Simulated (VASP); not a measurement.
Write the native input for VASP 6.6.1 that does the following.

```
Task                   : single point
Functional             : LDA
Potentials or basis    : VASP PAW LDA potentials, release 64 (Cs_sv, O)
Cutoff                 : 520 eV
k mesh                 : 8 × 8 × 8
Occupations            : gaussian, width 0.05 eV
Spin                   : no spin polarisation
Dipole correction      : no
Further INCAR settings : ALGO = Normal; EDIFF = 1e-07; NBANDS = 23
```

The structure of CsO lies in POSCAR:

```
CsO
1.0
   -2.2690500000      3.3757500000      3.6645375000
    2.2690500000     -3.3757500000      3.6645375000
    2.2690500000      3.3757500000     -3.6645375000
Cs O
2 2
Direct
    0.2500000000      0.2500000000      0.0000000000
    0.7500000000      0.7500000000      0.0000000000
    0.6200000000      0.0000000000      0.6200000000
    0.3800000000      0.0000000000      0.3800000000
```

This cell differs from its parent crystal: strain +0.050 along x and y, -0.025 along z.

The input as run:

INCAR

```
  PREC = Accurate
  ENCUT = 520
  EDIFF = 1E-7
  ISMEAR = 0
  SIGMA = 0.05
  LREAL = F
  LASPH = T
  NELM = 80
  ALGO = Normal
  ISIF = 2
  LWAVE = F
  LCHARG = F
  GGA = CA
  NBANDS = 23
```

KPOINTS

```
Automatic mesh
0
Gamma
  8 8 8
```

Potentials or basis: VASP PAW LDA potentials, release 64 (Cs_sv, O).

Command:

```sh
$ cat potpaw_LDA.64/Cs_sv/POTCAR potpaw_LDA.64/O/POTCAR > POTCAR
$ mpirun -np 1 vasp_std > vasp.out
```

It gave:

The pressure is -5.1 GPa and the largest force is 1.966 eV/Å. The band gap on the k mesh is 1.47 eV (least direct gap 1.59 eV).

Caveat: the cell differs from its parent crystal (strain +0.050 along x and y, -0.025 along z); the cell stands under tension; spin-orbit coupling is left out, which moves the levels of the heavy elements; forces of over 1 eV/Å act on the atoms, so gaps and moduli don't describe the material at rest.

Wall time 2.4 min on 1 thread of Intel(R) Xeon(R) 6975P-C (Granite Rapids), on a shared host, peak memory 0.34 GiB.
